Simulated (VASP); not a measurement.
Eu:

```xyz
1
Lattice="-2.2275 2.2275 2.2275 2.2275 -2.2275 2.2275 2.2275 2.2275 -2.2275" Properties=species:S:1:pos:R:3 pbc="T T T"
Eu    0.0000    0.0000    0.0000
```

Base run:

| Item | Value |
| --- | --- |
| Program | VASP 6.6.1 |
| Functional | r2SCAN |
| Potentials or basis | VASP PAW PBE potentials, release 64 (Eu) |
| Cutoff | 520 eV |
| k mesh | 10 × 10 × 10 |
| Occupations | gaussian, width 0.2 eV |
| Spin | collinear spin, ferromagnetic start |
| Starting moments | [7.31] μB |

Its results: pressure -0.4 GPa; net moment 7.80 μB per cell; site moments Eu +6.71 μB.

Problem. The run is repeated on the same cell with these changes: occupations from gaussian, width 0.2 eV to fermi-dirac, width 0.6 eV. What comes out?

Solution. Pressure -0.4 GPa; net moment 7.36 μB per cell; site moments Eu +6.50 μB.

Caveats: the PAW data sets were made with another functional, which shifts forces and pressure a little; so wide a smearing shifts energies and pressures (at least some runs).
